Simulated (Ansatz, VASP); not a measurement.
TiRh in VASP and in Ansatz

The input INCAR:

```
  PREC = Accurate
  ENCUT = 520
  EDIFF = 1E-6
  ISMEAR = 0
  SIGMA = 0.15
  LREAL = F
  LASPH = T
  NELM = 100
  ALGO = Fast
  ISIF = 2
  LWAVE = F
  LCHARG = T
  GGA = CA
  LELF = T
  LVHAR = T
  NBANDS = 20
```

KPOINTS

```
regular mesh
0
Gamma
  16 16 14
```

The input POSCAR:

```
TiRh
1.0
    2.6892000000      0.0000000000      0.0000000000
    0.0000000000      2.6892000000      0.0000000000
    0.0000000000      0.0000000000      3.3500000000
Ti Rh
1 1
Direct
    0.5000000000      0.5000000000      0.5000000000
    0.0000000000      0.0000000000      0.0000000000
```

Input for Ansatz:

```yaml
crystal:
  lattice:
    - [2.6892, 0.0, 0.0]
    - [0.0, 2.6892, 0.0]
    - [0.0, 0.0, 3.35]
  atoms:
    - { symbol: Ti, position: [0.5, 0.5, 0.5] }
    - { symbol: Rh, position: [0.0, 0.0, 0.0] }
basis:
  ecutwfc: 420
kpoints:
  mp_grid: { grid: [16, 16, 14] }
hamiltonian:
  xc: lda
scf:
  occupations: { method: gaussian, width: 0.15 }
output:
  forces: true
  stress: true
  eigenvalues: true
```

Change from the starting cell: strain -0.1000 x Voigt [1, 1, 0, 0, 0, 0], atoms carried along.

Alike in both runs: task single point; functional LDA; k mesh 16 × 16 × 14; occupations gaussian, width 0.15 eV; no spin polarisation.

|  | VASP | Ansatz |
| --- | --- | --- |
| version | VASP 6.6.1 | Ansatz 0.2.0 |
| potentials or method | VASP PAW LDA potentials, release 64 (Ti_sv, Rh_pv), cutoff 520 eV | scalar-relativistic, plane waves, PAW |
| valence electrons in the cell | 27 | 29 |

VASP gave:

```
gap on the k mesh at the Fermi level (eV)                     : none
pressure (GPa)                                                : 46.5
traceless stress, the component that is largest in VASP (GPa) : -6.27
```

Question: Estimate Ansatz's values.

Answer: gap on the k mesh at the Fermi level (eV): none; pressure (GPa): 45.8; traceless stress, the component that is largest in VASP (GPa): -6.34.

LDA's correlation is that of Perdew and Zunger in VASP and of Perdew and Wang (1992) in Ansatz. A gap of «none» marks a metal or a gap that the smearing closes. Both programs put the cell under a high pressure, so it lies far from rest at this level. VASP's potentials hold 27 valence electrons a cell and Ansatz's 29, so a difference there can come from the potentials and not from the codes.
